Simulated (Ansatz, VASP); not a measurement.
Given: the input of a run of VASP 6.6.1 on TePb.

The input INCAR:

```
SYSTEM = TePb
ALGO = Normal
EDIFF = 1E-7
ENCUT = 520
GGA = CA
ISIF = 2
ISMEAR = 1
ISPIN = 2
LASPH = .True.
LCHARG = .False.
LORBIT = 11
LREAL = .False.
LWAVE = .False.
MAGMOM = 0.01 0
NBANDS = 21
NELM = 150
PREC = Accurate
SIGMA = 0.1
```

KPOINTS

```
k-points
0
Gamma
  7 7 7
  0 0 0
```

File POSCAR:

```
TePb
1.0
    0.0000000000      3.2093147829      3.2093147829
    3.2093147829      0.0000000000      3.2093147829
    3.2093147829      3.2093147829      0.0000000000
Pb Te
1 1
Direct
    0.0000000000      0.0000000000      0.0000000000
    0.5000000000      0.5000000000      0.5000000000
```

Potentials or basis: VASP PAW LDA potentials, release 64 (Pb_d, Te).

Command:

```bash
$ cat potpaw_LDA.64/Pb_d/POTCAR potpaw_LDA.64/Te/POTCAR > POTCAR
$ mpirun -np 1 vasp_std > vasp.out
```

Question: Set up the same calculation for Ansatz 0.2.0. Potentials there: all-electron LAPW, scalar-relativistic.

Answer: As run (the cutoff follows the program's own potentials):

The input input.yaml:

```yaml
crystal:
  lattice:
    - [0.0, 3.2093147829, 3.2093147829]
    - [3.2093147829, 0.0, 3.2093147829]
    - [3.2093147829, 3.2093147829, 0.0]
  atoms:
    - { symbol: Pb, position: [0.0, 0.0, 0.0], spin: 0.01 }
    - { symbol: Te, position: [0.5, 0.5, 0.5] }
kpoints:
  mp_grid: { grid: [7, 7, 7] }
scf:
  occupations: { method: methfessel_paxton, width: 0.1 }
hamiltonian:
  xc: lda
  pseudopotentials: { kind: all_electron, lapw: { basis_error: 0.001 } }
magnetization:
  spin_polarized: true
output:
  forces: true
  stress: true
  eigenvalues: true
```

Potentials or basis: all-electron LAPW, scalar-relativistic.

Run with:

```bash
$ ansatz run input.yaml --threads 1 --pin off --max-ram 2560MiB --backend cpu --events-out ev --progress --plain --runs-dir out
```

Both were run:

|  | VASP | Ansatz | Ansatz less VASP |
| --- | --- | --- | --- |
| pressure (GPa) | -0.8 | -0.9 | -0.05 |
| net moment per atom (μB) | 0.00 | 0.00 | 0.000 |

LDA's correlation is that of Perdew and Zunger in VASP and of Perdew and Wang (1992) in Ansatz. Ansatz ran all-electron here, and VASP with PAW potentials.

Neither program's run includes spin-orbit coupling.
